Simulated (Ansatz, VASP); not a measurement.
# Al in VASP and in Ansatz

File INCAR:

```
PREC     = Accurate       # precision mode
ENCUT    = 520            # plane-wave cutoff, eV
EDIFF    = 1E-6           # SCF threshold, eV
ISMEAR   = -1             # smearing method
SIGMA    = 0.1            # smearing width, eV
LREAL    = F              # projectors in reciprocal space
LASPH    = T              # aspherical terms in the spheres
NELM     = 60             # most SCF steps
ALGO     = Normal         # electronic algorithm
ISIF     = 2              # what is computed and relaxed
LWAVE    = F              # write WAVECAR
LCHARG   = F              # write CHGCAR
GGA      = PE             # functional
NBANDS   = 8              # bands
```

KPOINTS

```
Automatic mesh
0
Gamma
  15 15 15
```

The input POSCAR:

```
Al
1.0
   -1.6401688613      1.6401688613      1.6401688613
    1.6401688613     -1.6401688613      1.6401688613
    1.6401688613      1.6401688613     -1.6401688613
Al
1
Direct
    0.0000000000      0.0000000000      0.0000000000
```

Input for Ansatz:

```yaml
crystal:
  lattice:
    - [-1.6401688613, 1.6401688613, 1.6401688613]
    - [1.6401688613, -1.6401688613, 1.6401688613]
    - [1.6401688613, 1.6401688613, -1.6401688613]
  atoms:
    - { symbol: Al, position: [0.0, 0.0, 0.0] }
hamiltonian:
  xc: pbe
  pseudopotentials:
    kind: paw
    azcp:
      Al: "pseudopotentials/Al.paw.azcp"
basis:
  ecutwfc: 420
  fft_grid_basis: typed
kpoints:
  mp_grid: { grid: [15, 15, 15], shift: [0, 0, 0] }
magnetization:
  spin_polarized: false
scf:
  occupations: { method: fermi_dirac, width: 0.1 }
  lower_state_search: "off"
output:
  stress: true
```

Alike in both runs: task single point; functional PBE; k mesh 15 × 15 × 15; occupations fermi-dirac, width 0.1 eV; no spin polarisation.

|  | VASP | Ansatz |
| --- | --- | --- |
| version | VASP 6.6.1 | Ansatz 0.2.0 |
| potentials or method | VASP PAW PBE potentials, release 64 (Al), cutoff 520 eV | plane waves (420 eV) with PAW, scalar-relativistic |
| valence electrons in the cell | 3 | 3 |

```tsv
	VASP	Ansatz	Ansatz less VASP
pressure (GPa)	-2.6	-2.6	+0.02
```

The functional is the same, so the differences come from potentials, cutoffs and numerics.
